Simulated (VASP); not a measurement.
# Re (Im-3m) in VASP: single point with PBE

Aim: the single point of Re with PBE.

All numbers are computed with VASP 6.6.1; they aren't measurements. Logs are shortened: lines on timing, memory, paths and dates and some standing lists are left out, and cuts for length are marked.

### 1 The cell of the first run

It takes space group Im-3m (No. 229, cubic). Conventional cell: a = 3.115 Å, b = 3.115 Å, c = 3.115 Å, α = 90.00°, β = 90.00°, γ = 90.00°. Re (site symmetry m-3m) has 14 Re at 2.70 to 3.11 Å within 3.6 Å.

### 2 Single point, PBE, non-collinear spin, zero start, spin-orbit coupling

File INCAR:

```
SYSTEM = Re
PREC = Accurate
ENCUT = 520
EDIFF = 1E-7
ISMEAR = 0
SIGMA = 0.05
LREAL = .FALSE.
LASPH = .TRUE.
NELM = 150
ALGO = Normal
ISIF = 2
LWAVE = .FALSE.
LCHARG = .FALSE.
LNONCOLLINEAR = .TRUE.
MAGMOM = 0 0 0
LORBIT = 11
LSORBIT = .TRUE.
GGA_COMPAT = .FALSE.
LORBMOM = .TRUE.
LMAXMIX = 4
GGA = PE
NBANDS = 18
```

File KPOINTS:

```
Automatic mesh
0
G
  18 18 18
  0 0 0
```

File POSCAR:

```
Re
1.0
   -1.5572922395      1.5572922395      1.5572922395
    1.5572922395     -1.5572922395      1.5572922395
    1.5572922395      1.5572922395     -1.5572922395
Re
1
Direct
    0.0000000000      0.0000000000      0.0000000000
```

Potentials or basis: VASP PAW PBE potentials, release 64 (Re).

On the command line:

```sh
$ cat potpaw_PBE.64/Re/POTCAR > POTCAR
$ mpirun -np 1 vasp_ncl > vasp.out
```

OUTCAR:

```text
SYSTEM = Re
   PREC = Accurate
   ENCUT = 520
   EDIFF = 1E-7
   ISMEAR = 0
   LREAL = .FALSE.
   LASPH = .TRUE.
   NELM = 150
   ISIF = 2
   LNONCOLLINEAR = .TRUE.
   LORBIT = 11
   LSORBIT = .TRUE.
   GGA = PE

 ion  position               nearest neighbor table
   1  0.000  0.000  0.000-

  LATTYP: Found a body centered cubic cell.
 ALAT       =     3.1145844790

  Lattice vectors:

 A1 = (  -1.5572922395,   1.5572922395,   1.5572922395)
 A2 = (   1.5572922395,  -1.5572922395,   1.5572922395)
 A3 = (   1.5572922395,   1.5572922395,  -1.5572922395)

Analysis of symmetry for initial positions (statically):
=====================================================================
 Subroutine PRICEL returns:
 Original cell was already a primitive cell.

 Routine SETGRP: Setting up the symmetry group for a
 body centered cubic supercell.

 Subroutine GETGRP returns: Found 48 space group operations
 (whereof 48 operations were pure point group operations)
 out of a pool of 48 trial point group operations.

The static configuration has the point symmetry O_h .

Analysis of symmetry for dynamics (positions and initial velocities):
=====================================================================
 Subroutine PRICEL returns:
 Original cell was already a primitive cell.

 Routine SETGRP: Setting up the symmetry group for a
 body centered cubic supercell.

 Subroutine GETGRP returns: Found 48 space group operations
 (whereof 48 operations were pure point group operations)
 out of a pool of 48 trial point group operations.

The dynamic configuration has the point symmetry O_h .

Analysis of structural, dynamic, and magnetic symmetry:
=====================================================================
 Subroutine PRICEL returns:
 Original cell was already a primitive cell.

 Routine SETGRP: Setting up the symmetry group for a
 body centered cubic supercell.

 Subroutine GETGRP returns: Found 48 space group operations
 (whereof 48 operations were pure point group operations)
 out of a pool of 48 trial point group operations.

The overall configuration has the point symmetry O_h .

 Subroutine INISYM returns: Found 48 space group operations
 (whereof 48 operations are pure point group operations),
 and found     1 'primitive' translations

----------------------------------------------------------------------------------------

                                     Primitive cell

  volume of cell :      15.1067

  direct lattice vectors                    reciprocal lattice vectors
    -1.557292239  1.557292239  1.557292239     0.000000000  0.321070116  0.321070116
     1.557292239 -1.557292239  1.557292239     0.321070116  0.000000000  0.321070116
     1.557292239  1.557292239 -1.557292239     0.321070116  0.321070116  0.000000000

  length of vectors
     2.697309281  2.697309281  2.697309281     0.454061713  0.454061713  0.454061713

  position of ions in fractional coordinates (direct lattice)
     0.000000000  0.000000000  0.000000000

  ion indices of the primitive-cell ions
   primitive index   ion index
                 1           1

----------------------------------------------------------------------------------------

 KPOINTS: Automatic mesh

Automatic generation of k-mesh.
 Grid dimensions read from file:
 generate k-points for:   18   18   18

 Generating k-lattice:

  Cartesian coordinates                     Fractional coordinates (reciprocal lattice)
     0.000000000  0.017837229  0.017837229     0.055555556  0.000000000  0.000000000
     0.017837229  0.000000000  0.017837229     0.000000000  0.055555556  0.000000000
     0.017837229  0.017837229  0.000000000     0.000000000  0.000000000  0.055555556

  Length of vectors
[... 45 lines left out ...]
 SYSTEM =  Re
   PREC   = accura    normal or accurate (medium, high low for compatibility)
   ISTART =      0    job   : 0-new  1-cont  2-samecut
   ICHARG =      2    charge: 1-file 2-atom 10-const
   ISPIN  =      1    spin polarized calculation?
   LNONCOLLINEAR =      T non collinear calculations
   LSORBIT =      T    spin-orbit coupling
   LASPH  =      T    aspherical Exc in radial PAW
   ENCUT  =  520.0 eV  38.22 Ry    6.18 a.u.   5.02  5.02  5.02*2*pi/ulx,y,z
   NELM   =    150;   NELMIN=  2; NELMDL= -5     # of ELM steps
   EDIFF  = 0.1E-06   stopping-criterion for ELM
   LREAL  =      F    real-space projection
   EDIFFG = 0.1E-05   stopping-criterion for IOM
   NSW    =      0    number of steps for IOM
   IBRION =     -1    ionic relax: 0-MD 1-quasi-New 2-CG
   NFREE  =      0    steps in history (QN), initial steepest desc. (CG)
   ISIF   =      2    stress and relaxation
   ISYM   =      2    0-nonsym 1-usesym 2-fastsym
   POTIM  = 0.5000    time-step for ionic-motion
   TEBEG  =    0.0;   TEEND  =   0.0 temperature during run
   PSTRESS=    0.0 pullay stress
   NELECT =       7.0000    total number of electrons
   NUPDOWN=      -1.0000    fix difference up-down
   EMIN   =  10.00;   EMAX   =-10.00  energy-range for DOS
   EFERMI =   0.00;   METHOD = LEGACY
   ISMEAR =     0;   SIGMA  =   0.05  broadening in eV -4-tet -1-fermi 0-gaus
   EFERMI_NEDOS =   21; number of points for ismear=-14 and -15
   IALGO  =     38    algorithm
   IMIX   =      4    mixing-type and parameters
     AMIX     =   0.40;   BMIX     =  1.00
     AMIX_MAG =   1.60;   BMIX_MAG =  1.00
  volume/ion in A,a.u.               =      15.11       101.95
  Fermi-wavevector in a.u.,A,eV,Ry     =   1.266827  2.393956 21.835327  1.604851
  Thomas-Fermi vector in A             =   2.400007
   LORBIT       =     11    0 simple, 1 ext, 2 COOP (PROOUT), +10 PAW based schemes
   GGA     = PE    functional components
   LHFCALC =     F    Hartree Fock is set to
   AEXX    =    0.0000 exact exchange contribution
   IVDW    =     0    specifies the selected vdW correction
   LEPSILON=     F    determine dielectric tensor
   LRPA    =     F    only Hartree local field effects (RPA)
 Gauss-broadening in eV      SIGMA  =   0.05
  energy-cutoff  :      520.00
  volume of cell :       15.11
 maximum number of plane-waves:       840
   NGX =  9   NGY =  9   NGZ =  9

 number of electron       7.0000000 magnetization       0.0000000      0.0000000      0.0000000

 number of electron       7.0000000 magnetization      -0.0000000     -0.0000000     -0.0000000

 number of electron       7.0000000 magnetization      -0.0000000      0.0000000      0.0000000

 number of electron       7.0000000 magnetization       0.0000000     -0.0000000     -0.0000000

 Free energy of the ion-electron system (eV)
  ---------------------------------------------------
  ext. energy  EPLUGINS =         0.00000000
  ---------------------------------------------------
  free energy    TOTEN  =       -12.41722098 eV

  energy without entropy =      -12.41538042  energy(sigma->0) =      -12.41630070

 E-fermi :   8.5079     XC(G=0): -13.5849

 val. band max:        8.5030617346   @ k =   0.1667   0.0556  -0.0000
 cond. band min:       8.5133146482   @ k =  -0.3889   0.5000   0.0556
 fundamental gap:      0.0102529135
 Fermi energy:         8.5079166649

 k-point     1 :       0.0000    0.0000    0.0000
  band No.  band energies     occupation
      1      -2.1069      1.00000
      2      -2.1069      1.00000
      3       5.6040      1.00000
      4       5.6040      1.00000
      5       5.6040      1.00000
      6       5.6040      1.00000
[... 481 lines left out ...]
      5       6.8267      1.00000
      6       6.8267      1.00000
[... 10 lines left out ...]
     17      25.0157      0.00000
     18      25.0157      0.00000

 [... further k-points ...]
[... 5 lines left out ...]
  --------------------------------------------------------------------------------------
  -------------------------------------------------------------------------------------
  Total       -0.0301787     -0.0301787     -0.0301787      0.0000000      0.0000000     -0.0000000
  in kB       -3.2006739     -3.2006739     -3.2006739      0.0000000      0.0000000     -0.0000000
  external PRESSURE =      -3.2006739 kB  Pullay stress =       0.0000000 kB

 VOLUME and BASIS-vectors are now :
 -----------------------------------------------------------------------------
  energy-cutoff  :      520.00
  volume of cell :       15.11
      direct lattice vectors                 reciprocal lattice vectors
    -1.557292239  1.557292239  1.557292239     0.000000000  0.321070116  0.321070116
     1.557292239 -1.557292239  1.557292239     0.321070116  0.000000000  0.321070116
     1.557292239  1.557292239 -1.557292239     0.321070116  0.321070116  0.000000000

 POSITION                                       TOTAL-FORCE (eV/Angst)
 -----------------------------------------------------------------------------------
      0.00000      0.00000      0.00000         0.000000      0.000000      0.000000
 -----------------------------------------------------------------------------------
    total drift:                               -0.000000     -0.000000     -0.000000

  FREE ENERGIE OF THE ION-ELECTRON SYSTEM (eV)
  ---------------------------------------------------
  free  energy   TOTEN  =       -12.4172209774 eV

  energy  without entropy=      -12.4153804180  energy(sigma->0) =      -12.41630070

 orbital moment (x)

 # of ion     p       d       tot
 ----------------------------------------
  1         0.000  -0.000  -0.000
 ----------------------------------------
            0.000  -0.000  -0.000

 orbital moment (y)

 # of ion     p       d       tot
 ----------------------------------------
  1         0.000  -0.000  -0.000
 ----------------------------------------
            0.000  -0.000  -0.000

 orbital moment (z)

 # of ion     p       d       tot
 ----------------------------------------
  1         0.000   0.000   0.000
 ----------------------------------------
            0.000   0.000   0.000

 Spin-Orbit-Coupling matrix elements

 Ion:    1  E_soc:     -0.6361769
 l=   1
     0.0000000    -0.0400773    -0.0400773
    -0.0400773     0.0000000    -0.0400773
    -0.0400773    -0.0400773     0.0000000
 l=   2
     0.0000000    -0.0130422     0.0000000    -0.0130422    -0.0529100
    -0.0130422     0.0000000    -0.0396825    -0.0130422    -0.0132275
     0.0000000    -0.0396825     0.0000000    -0.0396825     0.0000000
    -0.0130422    -0.0130422    -0.0396825     0.0000000    -0.0132275
    -0.0529100    -0.0132275     0.0000000    -0.0132275     0.0000000
 l=   3
     0.0000000     0.0000000     0.0000000     0.0000000     0.0000000     0.0000000     0.0000000
     0.0000000     0.0000000     0.0000000     0.0000000     0.0000000     0.0000000     0.0000000
     0.0000000     0.0000000     0.0000000     0.0000000     0.0000000     0.0000000     0.0000000
     0.0000000     0.0000000     0.0000000     0.0000000     0.0000000     0.0000000     0.0000000
     0.0000000     0.0000000     0.0000000     0.0000000     0.0000000     0.0000000     0.0000000
     0.0000000     0.0000000     0.0000000     0.0000000     0.0000000     0.0000000     0.0000000
     0.0000000     0.0000000     0.0000000     0.0000000     0.0000000     0.0000000     0.0000000

 total charge

# of ion       s       p       d       tot
------------------------------------------
    1        0.602   0.668   4.761   6.030

 magnetization (x)

# of ion       s       p       d       tot
------------------------------------------
    1        0.000  -0.000  -0.000  -0.000

 magnetization (y)

# of ion       s       p       d       tot
------------------------------------------
    1        0.000  -0.000   0.000   0.000

 magnetization (z)

# of ion       s       p       d       tot
------------------------------------------
    1       -0.000   0.000   0.000   0.000
```

It took 56 s on 1 thread of AMD EPYC 9R45 (Zen 5), shared host; peak memory 0.18 GiB.

What came out:

```yaml
Free_energy: -12.4172 eV
Pressure: -0.3 GPa
Net_moment: 0.00 μB per cell
Valence_electrons_inside_the_program's_atomic_spheres: Re 6.03
```

Moments on the atoms (μB; x, y, z):
```
Re  0.00 0.00 0.00
```
